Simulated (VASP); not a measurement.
B:

```
CELL_PARAMETERS angstrom
3.69745 0.00000 0.00000
0.00000 4.69151 0.00000
0.00000 0.00000 3.39161
ATOMIC_POSITIONS crystal
B 0.46496 0.00000 0.74997
B 0.03504 0.00000 0.74997
B 0.53504 0.00000 0.25003
B 0.96496 0.00000 0.25003
B 0.00000 0.31719 0.00000
B 0.50000 0.68281 0.00000
B 0.00000 0.68281 0.00000
B 0.50000 0.31719 0.00000
```

The cell was generated, and may not be a known phase.

| Property | Result |
| --- | --- |
| Program | VASP 6.6.1 |
| Task | relaxation of cell and atoms |
| Functional | PBE |
| Potentials or basis | VASP PAW PBE potentials, release 64 (B) |
| Cutoff | 600 eV |
| k mesh | 6 × 4 × 6 |
| Occupations | gaussian, width 0.1 eV |
| Spin | no spin polarisation |

At the start: pressure 30.1 GPa; volume 7.35 Å³/atom.

Where does the relaxation end?

Over 8 steps the energy falls by 409.3 meV/atom and the volume is 8.70 Å³/atom (+18.3 %); space group Pmma (No. 51, to 0.1 Å) before and after.

Step by step:
| step | energy change (eV) | largest force (eV/Å) | pressure (GPa) | volume (Å³) |
| --- | --- | --- | --- | --- |
| 1 | 0.0000 | 3.1668 | 30.08 | 58.83 |
| 2 | -2.8333 | 2.1428 | 5.86 | 70.19 |
| 3 | -3.1314 | 1.1359 | 6.41 | 66.83 |
| 4 | -3.1774 | 1.2845 | -0.74 | 70.51 |
| 5 | -3.2624 | 0.3389 | 1.83 | 68.80 |
| 6 | -3.2661 | 0.4155 | -1.25 | 69.98 |
| 7 | -3.2726 | 0.0862 | 0.07 | 69.45 |
| 8 | -3.2745 | 0.0374 | -0.15 | 69.60 |

Final structure:
```cif
data_structure
_symmetry_space_group_name_H-M 'P 1'
_symmetry_Int_Tables_number 1
_cell_length_a 4.2540
_cell_length_b 4.4625
_cell_length_c 3.6665
_cell_angle_alpha 90.000
_cell_angle_beta 90.000
_cell_angle_gamma 90.000
_cell_volume 69.60
loop_
_atom_site_label
_atom_site_type_symbol
_atom_site_fract_x
_atom_site_fract_y
_atom_site_fract_z
_atom_site_occupancy
B1 B 0.49036 0.00000 0.73909 1
B2 B 0.00964 0.00000 0.73909 1
B3 B 0.50964 0.00000 0.26091 1
B4 B 0.99036 0.00000 0.26091 1
B5 B 0.00000 0.31874 0.00000 1
B6 B 0.50000 0.68126 0.00000 1
B7 B 0.00000 0.68126 0.00000 1
B8 B 0.50000 0.31874 0.00000 1
```

Caveat: the volume moved by over 15 % at a fixed basis, so the end points are rough.
